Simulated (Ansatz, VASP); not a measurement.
**One calculation of Ge, two programs**

```xyz
2
Lattice="-2.0367 2.0367 2.8806 2.0367 -2.0367 2.8806 2.0367 2.0367 -2.8806" Properties=species:S:1:pos:R:3 pbc="T T T"
Ge    2.0367    0.0000    1.4403
Ge    0.0000    0.0000    2.8806
```

Alike in both runs: functional PBE; k mesh 20 × 20 × 20; occupations gaussian, width 0.1 eV; no spin polarisation.

Ansatz relaxed the structure, and its values are those at the end. VASP's run is a single point on that final structure, the one shown.

```csv
,VASP,Ansatz
version,VASP 6.6.1,Ansatz 0.2.0
potentials or method,"VASP PAW PBE potentials, release 64 (Ge_d), cutoff 520 eV","scalar-relativistic, plane waves, PAW"
valence electrons in the cell,28,28
```

```csv
,VASP,Ansatz,Ansatz less VASP
gap on the k mesh at the Fermi level (eV),none,none,-
pressure (GPa),-0.1,0.0,+0.11
```

A gap of «none» marks a metal or a gap that the smearing closes.
